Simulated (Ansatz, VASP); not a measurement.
## Ba2C: VASP beside Ansatz

Contents of INCAR:

```
ALGO     = Normal         # electronic algorithm
EDIFF    = 1E-6           # SCF threshold, eV
ENCUT    = 600            # plane-wave cutoff, eV
GGA      = PE             # functional
GGA_COMPAT= F            
ISIF     = 2              # what is computed and relaxed
ISMEAR   = 0              # smearing method
LASPH    = T              # aspherical terms in the spheres
LCHARG   = F              # write CHGCAR
LREAL    = F              # projectors in reciprocal space
LWAVE    = F              # write WAVECAR
NBANDS   = 19             # bands
NELM     = 120            # most SCF steps
PREC     = Accurate       # precision mode
SIGMA    = 0.05           # smearing width, eV
```

KPOINTS

```
k-points
0
Gamma
  4 4 4
```

Contents of POSCAR:

```
Ba2C
1.0
    0.0000000000      3.5265234825      3.5265234825
    3.5265234825      0.0000000000      3.5265234825
    3.5265234825      3.5265234825      0.0000000000
C Ba
1 2
Direct
    0.0000000000      0.0000000000      0.0000000000
    0.2500000000      0.2500000000      0.2500000000
    0.7500000000      0.7500000000      0.7500000000
```

Input for Ansatz:

```yaml
crystal:
  lattice:
    - [0.0, 3.5265234825, 3.5265234825]
    - [3.5265234825, 0.0, 3.5265234825]
    - [3.5265234825, 3.5265234825, 0.0]
  atoms:
    - { symbol: C, position: [0.0, 0.0, 0.0] }
    - { symbol: Ba, position: [0.25, 0.25, 0.25] }
    - { symbol: Ba, position: [0.75, 0.75, 0.75] }
basis:
  ecutwfc: 420
kpoints:
  mp_grid: { grid: [4, 4, 4] }
hamiltonian:
  xc: pbe
scf:
  occupations: { method: gaussian, width: 0.05 }
output:
  forces: true
  stress: true
  eigenvalues: true
```

Alike in both runs: task single point; functional PBE; k mesh 4 × 4 × 4; occupations gaussian, width 0.05 eV; no spin polarisation.

```csv
,VASP,Ansatz
version,VASP 6.6.1,Ansatz 0.2.0
potentials or method,"VASP PAW PBE potentials, release 64 (C, Ba_sv), cutoff 600 eV","scalar-relativistic, plane waves, PAW"
valence electrons in the cell,24,24
```

Ansatz gave:

- gap on the k mesh at the Fermi level (eV): none
- pressure (GPa): 0.0

Q: What did VASP give for the same quantities?

A: gap on the k mesh at the Fermi level (eV): none; pressure (GPa): 1.2.

A gap of «none» marks a metal or a gap that the smearing closes.

The k mesh is coarse, so the values compare programs but aren't converged. Spin-orbit coupling is off throughout.
